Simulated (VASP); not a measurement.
# GaP in VASP: further runs

GaP is run at these levels: PBE; tasks: single point, relaxation of the atoms.

All numbers are computed with VASP 6.6.1; they aren't measurements. Logs are shortened: lines on timing, memory, paths and dates and some standing lists are left out, and cuts for length are marked.

### 1 The cell of the first run

It takes space group I-4m2 (No. 119, tetragonal). Conventional cell: a = 3.854 Å, b = 3.854 Å, c = 5.614 Å, α = 90.00°, β = 90.00°, γ = 90.00°. Within 3.1 Å of Ga (site symmetry -4m2) lie 4 P at 2.38 Å. Within 3.1 Å of P (site symmetry -4m2) lie 4 Ga at 2.38 Å.

### 2 Single point, PBE (z stretched by +3 %, then relaxed in part)

File INCAR:

```
SYSTEM = GaP
  ALGO = Normal
  EDIFF = 1E-6
  ENCUT = 520
  GGA = PE
  ISIF = 2
  ISMEAR = -1
  LASPH = .True.
  LCHARG = .False.
  LREAL = .False.
  LWAVE = .False.
  NBANDS = 16
  NELM = 80
  PREC = Accurate
  SIGMA = 0.02
```

File KPOINTS:

```
k-points
0
Gamma
  14 14 14
  0 0 0
```

File POSCAR:

```
GaP
1.0
    0.0000000000      2.7252500000      2.8070075000
    2.7252500000      0.0000000000      2.8070075000
    2.7252500000      2.7252500000      0.0000000000
Ga P
1 1
Direct
    0.0000000000      0.0000000000      0.0000000000
    0.2500000000      0.2500000000      0.2500000000
```

Potentials or basis: VASP PAW PBE potentials, release 64 (Ga_d, P).

Run with:

```sh
cat potpaw_PBE.64/Ga_d/POTCAR potpaw_PBE.64/P/POTCAR > POTCAR
mpirun -np 1 vasp_std > vasp.out
```

OUTCAR:

```text
SYSTEM = GaP
   EDIFF = 1E-6
   ENCUT = 520
   GGA = PE
   ISIF = 2
   ISMEAR = -1
   LASPH = .True.
   LREAL = .False.
   NELM = 80
   PREC = Accurate

 ion  position               nearest neighbor table
   1  0.000  0.000  0.000-   2 2.38   2 2.38   2 2.38   2 2.38
   2  0.250  0.250  0.250-   1 2.38   1 2.38   1 2.38   1 2.38

  LATTYP: Found a body centered tetragonal cell.
 ALAT       =     3.8540855109
 C/A-ratio  =     1.4566399692

  Lattice vectors:

 A1 = (  -2.7252500000,   0.0000000000,   2.8070075000)
 A2 = (   2.7252500000,   0.0000000000,   2.8070075000)
 A3 = (   0.0000000000,   2.7252500000,  -2.8070075000)

Analysis of symmetry for initial positions (statically):
=====================================================================
 Subroutine PRICEL returns:
 Original cell was already a primitive cell.

 Routine SETGRP: Setting up the symmetry group for a
 body centered tetragonal supercell.

 Subroutine GETGRP returns: Found  8 space group operations
 (whereof  8 operations were pure point group operations)
 out of a pool of 16 trial point group operations.

The static configuration has the point symmetry D_2d.

Analysis of symmetry for dynamics (positions and initial velocities):
=====================================================================
 Subroutine PRICEL returns:
 Original cell was already a primitive cell.

 Routine SETGRP: Setting up the symmetry group for a
 body centered tetragonal supercell.

 Subroutine GETGRP returns: Found  8 space group operations
 (whereof  8 operations were pure point group operations)
 out of a pool of 16 trial point group operations.

The dynamic configuration has the point symmetry D_2d.

 Subroutine INISYM returns: Found  8 space group operations
 (whereof  8 operations are pure point group operations),
 and found     1 'primitive' translations

----------------------------------------------------------------------------------------

                                     Primitive cell

  volume of cell :      41.6952

  direct lattice vectors                    reciprocal lattice vectors
     0.000000000  2.725250000  2.807007500    -0.183469406  0.183469406  0.178125637
     2.725250000  0.000000000  2.807007500     0.183469406 -0.183469406  0.178125637
     2.725250000  2.725250000  0.000000000     0.183469406  0.183469406 -0.178125637

  length of vectors
     3.912323947  3.912323947  3.854085511     0.314723353  0.314723353  0.314723353

  position of ions in fractional coordinates (direct lattice)
[... 73 lines left out ...]
   ISPIN  =      1    spin polarized calculation?
   LNONCOLLINEAR =      F non collinear calculations
   LSORBIT =      F    spin-orbit coupling
   LASPH  =      T    aspherical Exc in radial PAW
   ENCUT  =  520.0 eV  38.22 Ry    6.18 a.u.   7.27  7.27  7.17*2*pi/ulx,y,z
   NELM   =     80;   NELMIN=  2; NELMDL= -5     # of ELM steps
   EDIFF  = 0.1E-05   stopping-criterion for ELM
   LREAL  =      F    real-space projection
[... 7 lines left out ...]
   TEBEG  =    0.0;   TEEND  =   0.0 temperature during run
   PSTRESS=    0.0 pullay stress
   NELECT =      18.0000    total number of electrons
   NUPDOWN=      -1.0000    fix difference up-down
   EMIN   =  10.00;   EMAX   =-10.00  energy-range for DOS
   EFERMI =   0.00;   METHOD = LEGACY
   ISMEAR =    -1;   SIGMA  =   0.02  broadening in eV -4-tet -1-fermi 0-gaus
   EFERMI_NEDOS =   21; number of points for ismear=-14 and -15
   IALGO  =     38    algorithm
   IMIX   =      4    mixing-type and parameters
     AMIX     =   0.40;   BMIX     =  1.00
     AMIX_MAG =   1.60;   BMIX_MAG =  1.00
  volume/ion in A,a.u.               =      20.85       140.69
  Fermi-wavevector in a.u.,A,eV,Ry     =   1.237286  2.338132 20.828855  1.530878
  Thomas-Fermi vector in A             =   2.371860
   LORBIT       =      0    0 simple, 1 ext, 2 COOP (PROOUT), +10 PAW based schemes
   GGA     = PE    functional components
   LHFCALC =     F    Hartree Fock is set to
   AEXX    =    0.0000 exact exchange contribution
   IVDW    =     0    specifies the selected vdW correction
   LEPSILON=     F    determine dielectric tensor
   LRPA    =     F    only Hartree local field effects (RPA)
 non-spin polarized calculation
  energy-cutoff  :      520.00
  volume of cell :       41.70
 maximum number of plane-waves:      1140
 NGX is ok and might be reduce to    30
   NGX = 15   NGY = 15   NGZ = 15

 number of electron      17.9999998 magnetization

 Free energy of the ion-electron system (eV)
  ---------------------------------------------------
  ext. energy  EPLUGINS =         0.00000000
  ---------------------------------------------------
  free energy    TOTEN  =        -9.12232373 eV

  energy without entropy =       -9.12232373  energy(sigma->0) =       -9.12232373

 E-fermi :   4.7525     XC(G=0):  -9.7007

 val. band max:        4.4103804709   @ k =   0.0000   0.0000   0.0000
 cond. band min:       5.9123314589   @ k =   0.4286   0.0000   0.4286
 fundamental gap:      1.5019509880
 Fermi energy:         4.7525309098

 k-point     1 :       0.0000    0.0000    0.0000
  band No.  band energies     occupation
      1     -10.1551      2.00000
      2     -10.1459      2.00000
      3     -10.1459      2.00000
      4     -10.0608      2.00000
      5     -10.0559      2.00000
      6      -7.9175      2.00000
[... 433 lines left out ...]
      3     -10.1246      2.00000
      4     -10.0620      2.00000
      5     -10.0548      2.00000
      6      -7.0457      2.00000
[... 8 lines left out ...]
     15      14.6851      0.00000
     16      15.6110      0.00000

 [... further k-points ...]

------------------------ aborting loop because EDIFF is reached ----------------------------------------

  FORCE on cell =-STRESS in cart. coord.  units (eV):
  Direction    XX          YY          ZZ          XY          YZ          ZX
  --------------------------------------------------------------------------------------
  -------------------------------------------------------------------------------------
  Total        0.1953656      0.1953656     -0.3949351      0.0000000      0.0000000      0.0000000
  in kB        7.5071049      7.5071049    -15.1757475      0.0000000      0.0000000      0.0000000
  external PRESSURE =      -0.0538459 kB  Pullay stress =       0.0000000 kB

 VOLUME and BASIS-vectors are now :
 -----------------------------------------------------------------------------
  energy-cutoff  :      520.00
  volume of cell :       41.70
      direct lattice vectors                 reciprocal lattice vectors
     0.000000000  2.725250000  2.807007500    -0.183469406  0.183469406  0.178125637
     2.725250000  0.000000000  2.807007500     0.183469406 -0.183469406  0.178125637
     2.725250000  2.725250000  0.000000000     0.183469406  0.183469406 -0.178125637

 POSITION                                       TOTAL-FORCE (eV/Angst)
 -----------------------------------------------------------------------------------
      0.00000      0.00000      0.00000        -0.000000     -0.000000     -0.000000
      1.36262      1.36262      1.40350         0.000000      0.000000      0.000000
 -----------------------------------------------------------------------------------
    total drift:                                0.000002      0.000002      0.000002

  FREE ENERGIE OF THE ION-ELECTRON SYSTEM (eV)
  ---------------------------------------------------
  free  energy   TOTEN  =        -9.1223237316 eV

  energy  without entropy=       -9.1223237315  energy(sigma->0) =       -9.12232373
```

OSZICAR:

```text
N       E                     dE             d eps       ncg     rms          rms(c)
DAV:   1     0.810645343361E+02    0.81065E+02   -0.90124E+03  8064   0.159E+03
DAV:   2    -0.302694352275E+01   -0.84091E+02   -0.80124E+02  8968   0.309E+02
DAV:   3    -0.927940064433E+01   -0.62525E+01   -0.62314E+01  9648   0.654E+01
DAV:   4    -0.938086154394E+01   -0.10146E+00   -0.10143E+00  9816   0.912E+00
DAV:   5    -0.938282596641E+01   -0.19644E-02   -0.19643E-02 10184   0.111E+00    0.411E+00
DAV:   6    -0.914618183729E+01    0.23664E+00   -0.37741E-01 12232   0.101E+01    0.270E+00
DAV:   7    -0.912146771931E+01    0.24714E-01   -0.89474E-02 10312   0.196E+00    0.109E+00
DAV:   8    -0.912177462478E+01   -0.30691E-03   -0.12813E-02  9216   0.135E+00    0.175E-01
DAV:   9    -0.912217610447E+01   -0.40148E-03   -0.12920E-03 10088   0.501E-01    0.822E-02
DAV:  10    -0.912225105196E+01   -0.74947E-04   -0.11051E-04 12160   0.108E-01    0.413E-02
DAV:  11    -0.912232408835E+01   -0.73036E-04   -0.10065E-04  9264   0.822E-02    0.505E-03
DAV:  12    -0.912232373157E+01    0.35678E-06   -0.28035E-06  9624   0.212E-02
   1 F= -.91223237E+01 E0= -.91223237E+01  d E =-.237605E-10
```

stdout:

```text
POSCAR found type information on POSCAR GaP
 POSCAR found :  2 types and       2 ions
 scaLAPACK will be used
 LDA part: xc-table for (Slater+PW92), standard interpolation
 POSCAR, INCAR and KPOINTS ok, starting setup
 FFT: planning ... GRIDC
 FFT: planning ... GRID_SOFT
 FFT: planning ... GRID
 WAVECAR not read
 entering main loop
```

Run time: 3.9 min. Hardware: 1 thread of Intel Xeon 8259CL, shared host; peak memory 0.29 GiB.

What came out:

- Free energy: -9.1223 eV
- Pressure: 0.0 GPa
- Band gap on the k mesh: 1.50 eV (least direct gap 1.52 eV)

Stress tensor (GPa, compression positive):
```
 0.75  0.00  0.00
 0.00  0.75  0.00
 0.00  0.00 -1.52
```

Levels at points of the mesh, in eV from the valence-band top:
```csv
k point,band 5,band 6,band 7,band 8,band 9,band 10,band 11,band 12,band 13,band 14
"(0.00, 0.00, 0.00)",-14.47,-12.33,-0.17,0.00,0.00,1.52,3.82,3.82,3.89,8.62
"(0.50, 0.00, 0.00)",-14.46,-10.36,-6.52,-1.25,-1.01,1.51,4.59,4.78,8.18,10.60
"(0.50, 0.50, 0.00)",-14.45,-9.58,-6.79,-2.50,-2.50,1.80,1.98,10.32,10.32,10.69
"(0.50, 0.00, 0.50)",-14.45,-9.46,-6.61,-2.71,-2.69,1.60,1.70,10.26,10.26,10.93
```

Caveat: the cell differs from its parent crystal (z stretched by +3 %, then relaxed in part). A k mesh can miss the band edges.

(Part 1 of 3 ends here.)
